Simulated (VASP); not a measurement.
# Co in VASP: further runs

The runs below take Co through single point, with PBEsol.

All numbers are computed with VASP 6.6.1; they aren't measurements. Logs are shortened: lines on timing, memory, paths and dates and some standing lists are left out, and cuts for length are marked.

### Step 1. The cell of the first run

The cell holds a slab with vacuum, 12 atoms: a = 5.020 Å, b = 5.020 Å, c = 16.071 Å, α = 90.00°, β = 90.00°, γ = 60.00°.

### Step 2. Single point, PBEsol, collinear spin, ferromagnetic start

Input file INCAR:

```
SYSTEM = Co
ALGO = Normal
EDIFF = 1E-6
ENCUT = 520
GGA = PS
GGA_COMPAT = .False.
ISIF = 2
ISMEAR = -1
ISPIN = 2
LASPH = .True.
LCHARG = .False.
LMAXMIX = 4
LORBIT = 11
LREAL = .False.
LWAVE = .False.
MAGMOM = 1.78 1.78 1.78 1.78 1.74 1.74 1.74 1.74 1.78 1.78 1.78 1.78
NBANDS = 70
NELM = 200
NELMDL = -8
PREC = Accurate
SIGMA = 0.1
```

Input file KPOINTS:

```
k-points
0
Gamma
  3 3 1
  0 0 0
```

Input file POSCAR:

```
Co
1.0
    5.0200000000      0.0000000000      0.0000000000
    2.5100000000      4.3474480000      0.0000000000
    0.0000000000      0.0000000000     16.0712200000
Co
12
Direct
    0.0000000000      0.0000000000      0.0622230297
    0.5000000000      0.0000000000      0.0622230297
    0.0000027602      0.4999944795      0.0622230297
    0.5000027602      0.4999944795      0.0622230297
   -0.1325237119      0.2940115672      0.1832406003
    0.4063743914      0.2674902610      0.1830414866
   -0.0730447604      0.7601931064      0.1855677416
    0.3577697708      0.8199983071      0.1829045959
    0.0907096639     -0.0978735111      0.3131436195
    0.5866889724     -0.0796329249      0.2920002340
    0.0638076671      0.4023049844      0.3066164236
    0.5795812875      0.3862955923      0.3005434559
```

Potentials or basis: VASP PAW PBE potentials, release 64 (Co).

Run with:

```bash
> cat potpaw_PBE.64/Co/POTCAR > POTCAR
> mpirun -np 1 vasp_std > vasp.out
```

OUTCAR:

```text
SYSTEM = Co
   EDIFF = 1E-6
   ENCUT = 520
   GGA = PS
   ISIF = 2
   ISMEAR = -1
   ISPIN = 2
   LASPH = .True.
   LORBIT = 11
   LREAL = .False.
   NELM = 200
   NELMDL = -8
   PREC = Accurate

 ion  position               nearest neighbor table
   1  0.000  0.000  0.062-   5 2.33   7 2.44   8 2.49   3 2.51   4 2.51   2 2.51   2 2.51   4 2.51
                             3 2.51
   2  0.500  0.000  0.062-   6 2.27   8 2.39   4 2.51   3 2.51   1 2.51   1 2.51   3 2.51   4 2.51
                             7 2.72
   3  0.000  0.500  0.062-   7 2.30   5 2.45   1 2.51   2 2.51   4 2.51   4 2.51   2 2.51   1 2.51
                             6 2.63
   4  0.500  0.500  0.062-   8 2.39   6 2.43   2 2.51   1 2.51   3 2.51   3 2.51   1 2.51   2 2.51
                             5 2.52
   5  0.867  0.294  0.183-  12 2.28   1 2.33   6 2.38  11 2.39   8 2.42   3 2.45   7 2.50   4 2.52
                             7 2.54   8 2.60   6 2.64   9 2.70
   6  0.406  0.267  0.183-   2 2.27  12 2.28  10 2.31   8 2.38   5 2.38   4 2.43   7 2.44  11 2.49
                             7 2.58   3 2.63   5 2.64   8 2.66
   7  0.927  0.760  0.186-  10 2.26   3 2.30   8 2.33   1 2.44   6 2.44   9 2.44  11 2.50   5 2.50
                             5 2.54   6 2.58   2 2.72   8 2.72
   8  0.358  0.820  0.183-  10 2.29   7 2.33   6 2.38   4 2.39   2 2.39   9 2.41   5 2.42   1 2.49
                             5 2.60   6 2.66  12 2.67   7 2.72
   9  0.091  0.902  0.313-   8 2.41   7 2.44  11 2.45  10 2.51  12 2.51  12 2.53  10 2.56  11 2.58
                             5 2.70
  10  0.587  0.920  0.292-   7 2.26   8 2.29   6 2.31  12 2.33   9 2.51  11 2.52  11 2.54   9 2.56
                            12 2.70
  11  0.064  0.402  0.307-   5 2.39   9 2.45  12 2.47   6 2.49   7 2.50  10 2.52  10 2.54  12 2.55
                             9 2.58
  12  0.580  0.386  0.301-   5 2.28   6 2.28  10 2.33  11 2.47   9 2.51   9 2.53  11 2.55   8 2.67
                            10 2.70

  LATTYP: Found a hexagonal cell.
 ALAT       =     5.0200004096
 C/A-ratio  =     3.2014379858

  Lattice vectors:

 A1 = (  -2.5100000000,  -4.3474480000,   0.0000000000)
 A2 = (   5.0200000000,   0.0000000000,   0.0000000000)
 A3 = (   0.0000000000,   0.0000000000,  16.0712200000)

Analysis of symmetry for initial positions (statically):
=====================================================================
 Subroutine PRICEL returns:
 Original cell was already a primitive cell.

 Routine SETGRP: Setting up the symmetry group for a
 hexagonal supercell.

 Subroutine GETGRP returns: Found  1 space group operations
 (whereof  1 operations were pure point group operations)
 out of a pool of 24 trial point group operations.

The static configuration has the point symmetry C_1 .

Analysis of symmetry for dynamics (positions and initial velocities):
[... 524 lines left out ...]
     65       0.3926      0.97137
     66       0.4422      0.95381
 Fermi energy:         0.7449790881

 spin component 2

 k-point     1 :       0.0000    0.0000    0.0000
  band No.  band energies     occupation
      1      -7.5315      1.00000
      2      -5.2658      1.00000
      3      -3.6888      1.00000
      4      -3.3027      1.00000
      5      -3.2935      1.00000
      6      -3.2534      1.00000
[... 334 lines left out ...]
     65       2.0421      0.00000
     66       2.1340      0.00000
 [bands above 66 left out]

------------------------ aborting loop because EDIFF is reached ----------------------------------------

  FORCE on cell =-STRESS in cart. coord.  units (eV):
  Direction    XX          YY          ZZ          XY          YZ          ZX
  --------------------------------------------------------------------------------------
  -------------------------------------------------------------------------------------
  Total      -12.2223000    -13.6037526      1.6060268      1.2927903      3.7320889     -0.6629718
  in kB      -55.8311484    -62.1415883      7.3362889      5.9054324     17.0480852     -3.0284379
  external PRESSURE =     -36.8788160 kB  Pullay stress =       0.0000000 kB

 VOLUME and BASIS-vectors are now :
 -----------------------------------------------------------------------------
  energy-cutoff  :      520.00
  volume of cell :      350.74
      direct lattice vectors                 reciprocal lattice vectors
     5.020000000  0.000000000  0.000000000     0.199203187 -0.115010001  0.000000000
     2.510000000  4.347448000  0.000000000     0.000000000  0.230020003  0.000000000
     0.000000000  0.000000000 16.071220000     0.000000000  0.000000000  0.062223030

 POSITION                                       TOTAL-FORCE (eV/Angst)
 -----------------------------------------------------------------------------------
      0.00000      0.00000      1.00000         0.027365     -0.234652     -0.000906
      2.51000      0.00000      1.00000         0.160039     -0.406707     -0.213350
      1.25500      2.17370      1.00000         0.030149     -0.351021      0.057046
      3.76500      2.17370      1.00000         0.108652     -0.111718      0.228658
      5.09270      1.27820      2.94490         0.564014      0.073365     -0.185480
      2.71140      1.16290      2.94170        -0.552828      0.919159     -0.451844
      6.56140      3.30490      2.98230        -0.411154      0.326073     -0.356023
      3.85420      3.56490      2.93950         0.128568     -0.987579     -0.239583
      2.71970      3.92195      5.03260        -0.083733      0.029694     -0.769260
      5.25530      4.00125      4.69280        -0.503045     -0.607940      1.608668
      1.33010      1.74900      4.92770         0.368722      0.206908     -0.438216
      3.87910      1.67940      4.83010         0.163251      1.144418      0.760289
 -----------------------------------------------------------------------------------
    total drift:                               -0.001101      0.000212     -0.001498

  FREE ENERGIE OF THE ION-ELECTRON SYSTEM (eV)
  ---------------------------------------------------
  free  energy   TOTEN  =       -85.2743340550 eV

  energy  without entropy=      -84.8316958574  energy(sigma->0) =      -85.05301496

 total charge

# of ion       s       p       d       tot
------------------------------------------
    1        0.490   0.412   7.232   8.134
    2        0.490   0.409   7.230   8.130
    3        0.488   0.406   7.224   8.118
    4        0.484   0.407   7.224   8.115
    5        0.493   0.543   7.287   8.323
    6        0.512   0.572   7.312   8.395
    7        0.498   0.547   7.292   8.336
    8        0.500   0.549   7.295   8.344
    9        0.470   0.378   7.218   8.066
   10        0.519   0.462   7.271   8.251
   11        0.478   0.395   7.224   8.097
   12        0.504   0.427   7.254   8.185
--------------------------------------------------
tot          5.925   5.506  87.063  98.495

 magnetization (x)

# of ion       s       p       d       tot
------------------------------------------
    1       -0.005  -0.036   1.769   1.728
    2       -0.004  -0.036   1.796   1.756
    3       -0.005  -0.037   1.802   1.760
    4       -0.004  -0.037   1.782   1.742
    5       -0.018  -0.049   1.764   1.696
    6       -0.020  -0.053   1.733   1.661
    7       -0.018  -0.050   1.765   1.697
    8       -0.019  -0.051   1.752   1.682
    9       -0.002  -0.033   1.826   1.791
   10       -0.008  -0.034   1.748   1.705
   11       -0.002  -0.033   1.797   1.762
   12       -0.005  -0.034   1.770   1.730
--------------------------------------------------
tot         -0.112  -0.481  21.303  20.710
```

Wall time 10 min (1 thread of Intel Xeon 6975P-C (Granite Rapids), shared host); peak memory 0.7 GiB.

What came out:

```yaml
Free_energy: -85.2743 eV
Largest_force: 1.792 eV/Å
Net_moment: 20.63 μB per cell
Site_moments: Co +1.73, +1.76, +1.74, +1.70, +1.66, +1.68, +1.79, +1.71 (each value once) μB
Valence_electrons_inside_the_program's_atomic_spheres: Co 8.13, 8.12, 8.32, 8.39, 8.34, 8.07, 8.25, 8.10, 8.19 (each value once)
```

Forces in eV/Å, atoms in the order of the input:
```
Co   0.027 -0.235 -0.001
Co   0.160 -0.407 -0.213
Co   0.030 -0.351  0.057
Co   0.109 -0.112  0.229
Co   0.564  0.073 -0.185
Co  -0.553  0.919 -0.452
Co  -0.411  0.326 -0.356
Co   0.129 -0.988 -0.240
Co  -0.084  0.030 -0.769
Co  -0.503 -0.608  1.609
Co   0.369  0.207 -0.438
Co   0.163  1.144  0.760
```

Levels at points of the mesh, in eV from the Fermi level:
Spin up:
| k point | band 60 | band 61 | band 62 | band 63 | band 64 | band 65 | band 66 | band 67 | band 68 | band 69 |
| --- | --- | --- | --- | --- | --- | --- | --- | --- | --- | --- |
| (0.00, 0.00, 0.00) | -0.55 | -0.52 | -0.51 | -0.50 | 0.43 | 0.95 | 1.02 | 1.20 | 1.74 | 1.81 |
Spin down:
| k point | band 40 | band 41 | band 42 | band 43 | band 44 | band 45 | band 46 | band 47 | band 48 | band 49 |
| --- | --- | --- | --- | --- | --- | --- | --- | --- | --- | --- |
| (0.00, 0.00, 0.00) | -0.01 | 0.08 | 0.11 | 0.18 | 0.26 | 0.36 | 0.55 | 0.57 | 0.60 | 0.69 |

Caveat: the k points lie up to 0.48 Å⁻¹ apart; the PAW data sets were made with another functional, which shifts forces and pressure a little.

### Step 3. Single point, PBEsol, collinear spin, ferromagnetic start

Input file INCAR:

```
SYSTEM = Co
PREC = Accurate ; ENCUT = 520
EDIFF = 1E-7 ; ISMEAR = -1
SIGMA = 0.1 ; LREAL = .FALSE.
LASPH = .TRUE. ; NELM = 150
ALGO = Normal ; ISIF = 2
LWAVE = .FALSE. ; LCHARG = .FALSE.
ISPIN = 2 ; MAGMOM = 1.8 1.8 1.8 1.8 1.8 1.8 1.8 1.8 1.8 1.8 1.8 1.8
LORBIT = 11 ; LMAXMIX = 4
GGA = PS ; NBANDS = 70
```

Input file KPOINTS:

```
regular mesh
0
G
  3 3 1
  0 0 0
```

Input file POSCAR:

```
Co
1.0
    5.0200000000      0.0000000000      0.0000000000
    2.5100000000      4.3474480000      0.0000000000
    0.0000000000      0.0000000000     16.0712200000
Co
12
Direct
    0.0000000000      0.0000000000      0.0622230297
    0.5000000000      0.0000000000      0.0622230297
    0.0000027602      0.4999944795      0.0622230297
    0.5000027602      0.4999944795      0.0622230297
   -0.1424817233      0.3524136459      0.1872726526
    0.3285929449      0.3137702855      0.1796005530
   -0.1753124561      0.8633340755      0.1781694234
    0.3237826099      0.8283710351      0.1709453296
    0.1301979916      0.0302016263      0.2968598526
    0.6381389705      0.0704551268      0.3009603502
    0.1341530727      0.4958771215      0.3150663111
    0.6270569531      0.5411450580      0.3263846802
```

Potentials or basis: VASP PAW PBE potentials, release 64 (Co).

Run with:

```bash
> cat potpaw_PBE.64/Co/POTCAR > POTCAR
> mpirun -np 1 vasp_std > vasp.out
```

It took 20 min on 1 thread of Intel Xeon Platinum 8259CL at 2.50GHz (Skylake/Cascade Lake), shared host; peak memory 0.71 GiB.

Results (log left out):

```yaml
Free_energy: -84.5467 eV
Largest_force: 1.587 eV/Å
Net_moment: 20.84 μB per cell
Site_moments: Co +1.73, +1.70, +1.74, +1.72, +1.69, +1.75, +1.82, +1.90 (each value once) μB
Valence_electrons_inside_the_program's_atomic_spheres: Co 8.19, 8.21, 8.15, 8.27, 8.34, 8.33, 8.37, 8.16, 8.04, 7.96 (each value once)
```

Forces in eV/Å, atoms in the order of the input:
```
Co  -0.152  0.469 -0.542
Co   0.103 -0.020 -0.637
Co   0.011  0.112 -0.084
Co   0.116 -0.565 -0.075
Co  -1.378  0.422 -0.109
Co   0.801  0.799  0.253
Co   0.135 -1.254  0.195
Co   0.761 -0.648  1.233
Co   0.117 -0.452  0.989
Co  -0.381 -0.351  0.872
Co  -0.058  1.068 -0.793
Co  -0.075  0.420 -1.302
```

Levels at points of the mesh, in eV from the Fermi level:
Spin up:
| k point | band 61 | band 62 | band 63 | band 64 | band 65 | band 66 | band 67 | band 68 |
| --- | --- | --- | --- | --- | --- | --- | --- | --- |
| (0.00, 0.00, 0.00) | -0.56 | -0.53 | -0.53 | 0.33 | 0.70 | 0.92 | 1.14 | 1.87 |
Spin down:
```
           k point  band 40  band 41  band 42  band 43  band 44  band 45  band 46  band 47  band 48  band 49
(0.00, 0.00, 0.00)    -0.01     0.06     0.11     0.23     0.31     0.33     0.40     0.46     0.55     0.66
```

Caveat: the k points lie up to 0.48 Å⁻¹ apart; the atoms stand as in a frame of molecular dynamics; the PAW data sets were made with another functional, which shifts forces and pressure a little.

(Continued in part 2 of 2.)
